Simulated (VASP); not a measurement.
# Ta4C3 (Cmmm) in VASP: notebook

Ta4C3 is run at these levels: PBEsol; tasks: single point.

All numbers are computed with VASP 6.6.1; they aren't measurements. Logs are shortened: lines on timing, memory, paths and dates and some standing lists are left out, and cuts for length are marked.

## (1) The cell of the first run

It takes space group Cmmm (No. 65, orthorhombic). The conventional cell has a = 6.180 Å, b = 6.273 Å, c = 4.403 Å, α = 90.00°, β = 90.00°, γ = 90.00°. Within 2.9 Å of Ta (site symmetry 2/m) lie 4 C at 2.20 Å. Ta (site symmetry mmm) has 4 C at 2.20 Å within 2.9 Å. Ta (site symmetry mmm) has 6 C at 2.20 Å within 2.9 Å. Within 2.9 Å of C (site symmetry 2/m) lie 6 Ta at 2.20 Å. C (site symmetry mmm) has 6 Ta at 2.20 Å within 2.9 Å.

## (2) Single point, PBEsol (strain +0.0150 x Voigt [0, 0, 0, 0, 1, 0])

Input file INCAR:

```
  PREC = Accurate
  ENCUT = 520
  EDIFF = 1E-6
  ISMEAR = 0
  SIGMA = 0.15
  LREAL = False
  LASPH = True
  NELM = 100
  ALGO = Normal
  ISIF = 2
  LWAVE = False
  LCHARG = True
  GGA = PS
  LELF = True
  LVHAR = True
  NBANDS = 37
```

Input file KPOINTS:

```
Automatic mesh
0
Gamma
  10 10 10
```

Input file POSCAR:

```
Ta4C3
1.0
    4.4026021986      0.0000000000      0.0330195165
    0.0000000000      4.4026021986      0.0000000000
    0.0330195165      0.0000000000      4.4026021986
Ta C
4 3
Direct
    0.0000000000      0.5000000000      0.5000000000
    0.5000000000      0.0000000000      0.5000000000
    0.5000000000      0.5000000000      0.0000000000
    0.0000000000      0.0000000000      0.0000000000
    0.5000000000      0.0000000000      0.0000000000
    0.0000000000      0.5000000000      0.0000000000
    0.0000000000      0.0000000000      0.5000000000
```

Potentials or basis: VASP PAW PBE potentials, release 64 (Ta_pv, C).

Command:

```console
$ cat potpaw_PBE.64/Ta_pv/POTCAR potpaw_PBE.64/C/POTCAR > POTCAR
$ mpirun -np 1 vasp_std > vasp.out
```

OUTCAR:

```text
PREC = Accurate
   ENCUT = 520
   EDIFF = 1E-6
   ISMEAR = 0
   LREAL = False
   LASPH = True
   NELM = 100
   ISIF = 2
   GGA = PS

 ion  position               nearest neighbor table
   1  0.000  0.500  0.500-   7 2.20   7 2.20   6 2.20   6 2.20   3 3.09   3 3.09   4 3.11   2 3.11
                             4 3.11   2 3.11   4 3.11   2 3.11   4 3.11   2 3.11   3 3.14   3 3.14
   2  0.500  0.000  0.500-   5 2.20   7 2.20   5 2.20   7 2.20   4 3.09   4 3.09   3 3.11   1 3.11
                             3 3.11   3 3.11   1 3.11   3 3.11   1 3.11   1 3.11   4 3.14   4 3.14
   3  0.500  0.500  0.000-   5 2.20   5 2.20   6 2.20   6 2.20   1 3.09   1 3.09   2 3.11   4 3.11
                             4 3.11   2 3.11   2 3.11   4 3.11   2 3.11   4 3.11   1 3.14   1 3.14
   4  0.000  0.000  0.000-   6 2.20   6 2.20   7 2.20   7 2.20   5 2.20   5 2.20   2 3.09   2 3.09
                             1 3.11   3 3.11   1 3.11   1 3.11   3 3.11   3 3.11   1 3.11   3 3.11
   5  0.500  0.000  0.000-   3 2.20   3 2.20   4 2.20   2 2.20   2 2.20   4 2.20
   6  0.000  0.500  0.000-   4 2.20   4 2.20   1 2.20   1 2.20   3 2.20   3 2.20
   7  0.000  0.000  0.500-   1 2.20   1 2.20   4 2.20   4 2.20   2 2.20   2 2.20

  LATTYP: Found a base centered orthorhombic cell.
 ALAT       =     6.1795230909
 B/A-ratio  =     1.0151133501
 C/A-ratio  =     0.7124501574

  Lattice vectors:

 A1 = (  -4.4026021986,   0.0000000000,  -0.0330195165)
 A2 = (   0.0330195165,   0.0000000000,   4.4026021986)
 A3 = (   0.0000000000,   4.4026021986,   0.0000000000)

Analysis of symmetry for initial positions (statically):
=====================================================================
 Subroutine PRICEL returns:
 Original cell was already a primitive cell.

 Routine SETGRP: Setting up the symmetry group for a
 base centered orthorhombic supercell.

 Subroutine GETGRP returns: Found  8 space group operations
 (whereof  8 operations were pure point group operations)
 out of a pool of  8 trial point group operations.

The static configuration has the point symmetry D_2h.

Analysis of symmetry for dynamics (positions and initial velocities):
=====================================================================
 Subroutine PRICEL returns:
 Original cell was already a primitive cell.

 Routine SETGRP: Setting up the symmetry group for a
 base centered orthorhombic supercell.

 Subroutine GETGRP returns: Found  8 space group operations
 (whereof  8 operations were pure point group operations)
 out of a pool of  8 trial point group operations.

The dynamic configuration has the point symmetry D_2h.

 Subroutine INISYM returns: Found  8 space group operations
 (whereof  8 operations are pure point group operations),
 and found     1 'primitive' translations

----------------------------------------------------------------------------------------

                                     Primitive cell

  volume of cell :      85.3304

  direct lattice vectors                    reciprocal lattice vectors
     4.402602199  0.000000000  0.033019516     0.227151173  0.000000000 -0.001703634
     0.000000000  4.402602199  0.000000000     0.000000000  0.227138396  0.000000000
     0.033019516  0.000000000  4.402602199    -0.001703634  0.000000000  0.227151173

  length of vectors
     4.402726020  4.402602199  4.402726020     0.227157561  0.227138396  0.227157561

  position of ions in fractional coordinates (direct lattice)
     0.000000000  0.500000000  0.500000000
     0.500000000  0.000000000  0.500000000
     0.500000000  0.500000000  0.000000000
     0.000000000  0.000000000  0.000000000
     0.500000000  0.000000000  0.000000000
     0.000000000  0.500000000  0.000000000
     0.000000000  0.000000000  0.500000000

  ion indices of the primitive-cell ions
   primitive index   ion index
                 1           1
                 2           2
                 3           3
                 4           4
                 5           5
                 6           6
                 7           7

----------------------------------------------------------------------------------------

 KPOINTS: Automatic mesh

Automatic generation of k-mesh.
 Grid dimensions read from file:
 generate k-points for:   10   10   10

 Generating k-lattice:

  Cartesian coordinates                     Fractional coordinates (reciprocal lattice)
     0.022715117  0.000000000 -0.000170363     0.100000000  0.000000000  0.000000000
     0.000000000  0.022713840  0.000000000     0.000000000  0.100000000  0.000000000
    -0.000170363  0.000000000  0.022715117     0.000000000  0.000000000  0.100000000

  Length of vectors
     0.022715756  0.022713840  0.022715756

  Shift w.r.t. Gamma in fractional coordinates (k-lattice)
     0.000000000  0.000000000  0.000000000

 Subroutine IBZKPT returns following result:
 ===========================================

 Found    186 irreducible k-points:

 Following reciprocal coordinates:
            Coordinates               Weight
  0.000000  0.000000  0.000000      1.000000
  0.100000  0.000000  0.000000      4.000000
  0.200000  0.000000  0.000000      4.000000
  0.300000  0.000000  0.000000      4.000000
  0.400000  0.000000  0.000000      4.000000
  0.500000  0.000000  0.000000      2.000000
[... 16 lines left out ...]
  0.400000  0.300000  0.000000      8.000000
  0.500000  0.300000  0.000000      4.000000
 [... further k-points ...]
   k-points           NKPTS =    186   k-points in BZ     NKDIM =    186   number of bands    NBANDS=     37
   number of dos      NEDOS =    301   number of ions     NIONS =      7
   total plane-waves  NPLWV =  46656
   dimension x,y,z NGX =    36 NGY =   36 NGZ =   36
   dimension x,y,z NGXF=    72 NGYF=   72 NGZF=   72
   ions per type =               4   3
   NGX,Y,Z   is equivalent  to a cutoff of  13.59, 13.59, 13.59 a.u.
   NGXF,Y,Z  is equivalent  to a cutoff of  27.19, 27.19, 27.19 a.u.
 SYSTEM =  unknown system
   PREC   = accura    normal or accurate (medium, high low for compatibility)
   ISTART =      0    job   : 0-new  1-cont  2-samecut
   ICHARG =      2    charge: 1-file 2-atom 10-const
   ISPIN  =      1    spin polarized calculation?
   LNONCOLLINEAR =      F non collinear calculations
   LSORBIT =      F    spin-orbit coupling
   LASPH  =      T    aspherical Exc in radial PAW
   ENCUT  =  520.0 eV  38.22 Ry    6.18 a.u.   8.19  8.19  8.19*2*pi/ulx,y,z
   NELM   =    100;   NELMIN=  2; NELMDL= -5     # of ELM steps
   EDIFF  = 0.1E-05   stopping-criterion for ELM
   LREAL  =      F    real-space projection
   EDIFFG = 0.1E-04   stopping-criterion for IOM
   NSW    =      0    number of steps for IOM
   IBRION =     -1    ionic relax: 0-MD 1-quasi-New 2-CG
   NFREE  =      0    steps in history (QN), initial steepest desc. (CG)
   ISIF   =      2    stress and relaxation
   ISYM   =      2    0-nonsym 1-usesym 2-fastsym
   POTIM  = 0.5000    time-step for ionic-motion
   TEBEG  =    0.0;   TEEND  =   0.0 temperature during run
   PSTRESS=    0.0 pullay stress
   NELECT =      56.0000    total number of electrons
   NUPDOWN=      -1.0000    fix difference up-down
   EMIN   =  10.00;   EMAX   =-10.00  energy-range for DOS
   EFERMI =   0.00;   METHOD = LEGACY
   ISMEAR =     0;   SIGMA  =   0.15  broadening in eV -4-tet -1-fermi 0-gaus
   EFERMI_NEDOS =   21; number of points for ismear=-14 and -15
   IALGO  =     38    algorithm
   IMIX   =      4    mixing-type and parameters
     AMIX     =   0.40;   BMIX     =  1.00
     AMIX_MAG =   1.60;   BMIX_MAG =  1.00
  volume/ion in A,a.u.               =      12.19        82.26
  Fermi-wavevector in a.u.,A,eV,Ry     =   1.422666  2.688448 27.537890  2.023978
  Thomas-Fermi vector in A             =   2.543345
   LORBIT       =      0    0 simple, 1 ext, 2 COOP (PROOUT), +10 PAW based schemes
   GGA     = PS    functional components
   LHFCALC =     F    Hartree Fock is set to
   AEXX    =    0.0000 exact exchange contribution
   IVDW    =     0    specifies the selected vdW correction
   LEPSILON=     F    determine dielectric tensor
   LRPA    =     F    only Hartree local field effects (RPA)
 non-spin polarized calculation
 Gauss-broadening in eV      SIGMA  =   0.15
  energy-cutoff  :      520.00
  volume of cell :       85.33
 maximum number of plane-waves:      2319
 NGX is ok and might be reduce to    36
   NGX = 17   NGY = 17   NGZ = 17

 number of electron      56.0000019 magnetization

 Free energy of the ion-electron system (eV)
  ---------------------------------------------------
  ext. energy  EPLUGINS =         0.00000000
  ---------------------------------------------------
  free energy    TOTEN  =       -82.77171306 eV

  energy without entropy =      -82.72871740  energy(sigma->0) =      -82.75021523

 E-fermi :   7.1990     XC(G=0): -13.1103

 val. band max:        7.1966772606   @ k =   0.1000   0.1000   0.0000
 cond. band min:       7.2022273421   @ k =   0.5000   0.1000   0.2000
 fundamental gap:      0.0055500815
 Fermi energy:         7.1990451206

 k-point     1 :       0.0000    0.0000    0.0000
  band No.  band energies     occupation
      1     -28.0580      2.00000
      2     -28.0486      2.00000
      3     -28.0398      2.00000
      4     -27.3942      2.00000
      5     -27.3840      2.00000
      6     -27.3747      2.00000
[... 29 lines left out ...]
     36      11.0172      0.00000
     37      11.9491      0.00000

 k-point     2 :       0.1000    0.0000    0.0000
  band No.  band energies     occupation
      1     -28.0508      2.00000
      2     -28.0432      2.00000
      3     -28.0333      2.00000
      4     -27.3935      2.00000
      5     -27.3837      2.00000
      6     -27.3761      2.00000
[... 29 lines left out ...]
     36      11.2902      0.00000
     37      11.9118      0.00000

 k-point     3 :       0.2000    0.0000    0.0000
  band No.  band energies     occupation
      1     -28.0323      2.00000
      2     -28.0286      2.00000
      3     -28.0145      2.00000
      4     -27.3928      2.00000
      5     -27.3859      2.00000
      6     -27.3817      2.00000
[... 29 lines left out ...]
     36      11.5303      0.00000
     37      11.5317      0.00000

 k-point     4 :       0.3000    0.0000    0.0000
  band No.  band energies     occupation
      1     -28.0107      2.00000
      2     -28.0095      2.00000
      3     -27.9871      2.00000
      4     -27.3947      2.00000
      5     -27.3944      2.00000
      6     -27.3924      2.00000
[... 29 lines left out ...]
     36      10.9475      0.00000
     37      11.7457      0.00000
[... 683 lines left out ...]
      1     -28.0339      2.00000
      2     -27.9842      2.00000
      3     -27.9728      2.00000
      4     -27.5147      2.00000
      5     -27.3662      2.00000
      6     -27.3511      2.00000
[... 29 lines left out ...]
     36      11.0663      0.00000
     37      11.7344      0.00000

 k-point    23 :       0.4000    0.3000    0.0000
  band No.  band energies     occupation
      1     -28.0284      2.00000
      2     -27.9962      2.00000
      3     -27.9603      2.00000
      4     -27.5373      2.00000
      5     -27.3645      2.00000
      6     -27.3364      2.00000
[... 29 lines left out ...]
     36      10.9647      0.00000
     37      11.5964      0.00000

 k-point    24 :       0.5000    0.3000    0.0000
  band No.  band energies     occupation
      1     -28.0195      2.00000
      2     -28.0084      2.00000
      3     -27.9547      2.00000
      4     -27.5451      2.00000
      5     -27.3673      2.00000
      6     -27.3267      2.00000
[... 29 lines left out ...]
     36      11.0518      0.00000
     37      11.4083      0.00000

 [... further k-points ...]
[... 5 lines left out ...]
  --------------------------------------------------------------------------------------
  -------------------------------------------------------------------------------------
  Total        0.3939266      0.4083839      0.3939266      0.0000000      0.0000000     -0.9615785
  in kB        7.3964272      7.6678798      7.3964272      0.0000000      0.0000000    -18.0547481
  external PRESSURE =       7.4869114 kB  Pullay stress =       0.0000000 kB

 VOLUME and BASIS-vectors are now :
 -----------------------------------------------------------------------------
  energy-cutoff  :      520.00
  volume of cell :       85.33
      direct lattice vectors                 reciprocal lattice vectors
     4.402602199  0.000000000  0.033019516     0.227151173  0.000000000 -0.001703634
     0.000000000  4.402602199  0.000000000     0.000000000  0.227138396  0.000000000
     0.033019516  0.000000000  4.402602199    -0.001703634  0.000000000  0.227151173

 POSITION                                       TOTAL-FORCE (eV/Angst)
 -----------------------------------------------------------------------------------
      0.01651      2.20130      2.20130        -0.000000      0.000000      0.000000
      2.21781      0.00000      2.21781        -0.000000      0.000000      0.000000
      2.20130      2.20130      0.01651        -0.000000      0.000000      0.000000
      0.00000      0.00000      0.00000         0.000000      0.000000      0.000000
      2.20130      0.00000      0.01651         0.000000      0.000000      0.000000
      0.00000      2.20130      0.00000         0.000000      0.000000      0.000000
      0.01651      0.00000      2.20130         0.000000      0.000000      0.000000
 -----------------------------------------------------------------------------------
    total drift:                                0.000000      0.000000      0.000000

  FREE ENERGIE OF THE ION-ELECTRON SYSTEM (eV)
  ---------------------------------------------------
  free  energy   TOTEN  =       -82.7717130559 eV

  energy  without entropy=      -82.7287174001  energy(sigma->0) =      -82.75021523
```

Wall time 6.1 min (1 thread of AMD EPYC 9R45 (Zen 5), shared host); peak memory 0.5 GiB.

Results:

* Free energy: -82.7717 eV
* Pressure: 0.7 GPa
* Band gap on the k mesh: zero (bands 28 and 29 overlap by 1.00 eV)

Caveat: the cell differs from its parent crystal (strain +0.0150 x Voigt [0, 0, 0, 0, 1, 0]); the PAW data sets were made with another functional, which shifts forces and pressure a little; spin-orbit coupling is left out, which moves the levels of the heavy elements.

## (3) Single point, PBEsol (strain +0.0050 x Voigt [0, 0, 0, 0, 1, 0])

Input file INCAR:

```
ALGO     = Normal         # electronic algorithm
EDIFF    = 1E-6           # SCF threshold, eV
ENCUT    = 520            # plane-wave cutoff, eV
GGA      = PS             # functional
ISIF     = 2              # what is computed and relaxed
ISMEAR   = 0              # smearing method
LASPH    = T              # aspherical terms in the spheres
LCHARG   = T              # write CHGCAR
LELF     = T              # ELF
LREAL    = F              # projectors in reciprocal space
LVHAR    = T            
LWAVE    = F              # write WAVECAR
NBANDS   = 37             # bands
NELM     = 60             # most SCF steps
PREC     = Accurate       # precision mode
SIGMA    = 0.15           # smearing width, eV
```

Input file KPOINTS:

```
k-points
0
Gamma
  10 10 10
```

Edit POSCAR of step 2 so:

```diff
@@ -2,5 +2,5 @@
 1.0
-    4.4026021986      0.0000000000      0.0330195165
+    4.4026021986      0.0000000000      0.0110065055
     0.0000000000      4.4026021986      0.0000000000
-    0.0330195165      0.0000000000      4.4026021986
+    0.0110065055      0.0000000000      4.4026021986
 Ta C
```

Potentials or basis: VASP PAW PBE potentials, release 64 (Ta_pv, C).

Command:

```console
$ cat potpaw_PBE.64/Ta_pv/POTCAR potpaw_PBE.64/C/POTCAR > POTCAR
$ mpirun -np 1 vasp_std > vasp.out
```

Run time: 5.8 min. Hardware: 1 thread of AMD EPYC 9R45 (Zen 5), shared host; peak memory 0.5 GiB.

It converged, with:

* Free energy: -82.7781 eV
* Pressure: 0.7 GPa
* Band gap on the k mesh: zero (bands 28 and 29 overlap by 1.01 eV)

Stress tensor (GPa, compression positive):
```
 0.73  0.00 -0.60
 0.00  0.74  0.00
-0.60  0.00  0.73
```

Levels at points of the mesh, in eV from the Fermi level:
```csv
k point,band 25,band 26,band 27,band 28,band 29,band 30,band 31,band 32
"(0.00, 0.00, 0.00)",-1.25,-0.60,-0.56,-0.56,-0.55,-0.53,-0.52,1.43
"(0.50, 0.00, 0.00)",-2.21,-1.92,-1.92,0.28,0.28,0.83,2.02,2.42
"(0.00, 0.50, 0.00)",-2.21,-1.95,-1.89,0.27,0.29,0.83,2.02,2.41
"(0.50, 0.50, 0.00)",-1.77,-1.73,-0.36,-0.36,1.75,1.80,1.80,2.10
"(0.50, 0.00, 0.50)",-1.77,-1.73,-0.40,-0.32,1.75,1.78,1.82,2.11
"(0.50, 0.50, 0.50)",-1.12,-1.09,-1.06,-0.04,3.36,3.39,3.39,3.46
```

Caveat: the cell differs from its parent crystal (strain +0.0050 x Voigt [0, 0, 0, 0, 1, 0]); the PAW data sets were made with another functional, which shifts forces and pressure a little; spin-orbit coupling is left out, which moves the levels of the heavy elements.
